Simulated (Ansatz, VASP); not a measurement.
## In2C in VASP and in Ansatz

```
CELL_PARAMETERS angstrom
0.00000 3.08460 3.08460
3.08460 0.00000 3.08460
3.08460 3.08460 0.00000
ATOMIC_POSITIONS crystal
In 0.25000 0.25000 0.25000
In 0.75000 0.75000 0.75000
C 0.00000 0.00000 0.00000
```

Change from the starting cell: species swapped into the Al2Pt type (Fm-3m, No. 225).

Alike in both runs: task relaxation of cell and atoms; functional PBE; k mesh 6 × 6 × 6; occupations gaussian, width 0.1 eV; no spin polarisation.

|  | VASP | Ansatz |
| --- | --- | --- |
| version | VASP 6.6.1 | Ansatz 0.2.0 |
| potentials or method | VASP PAW PBE potentials, release 64 (In_d, C), cutoff 600 eV | scalar-relativistic, plane waves, PAW |
| valence electrons in the cell | 30 | 30 |

VASP gave:

| Quantity | Value |
| --- | --- |
| gap on the k mesh at the Fermi level, each at its own relaxed structure (eV) | none |
| relaxed volume (Å³/atom) | 19.89 |
| relaxed length of the cell vector where the two differ most in proportion (Å) | 4.386 |

Estimate Ansatz's values.

gap on the k mesh at the Fermi level, each at its own relaxed structure (eV): none; relaxed volume (Å³/atom): 19.84; relaxed length of the cell vector where the two differ most in proportion (Å): 4.382.

A gap of «none» marks a metal or a gap that the smearing closes.
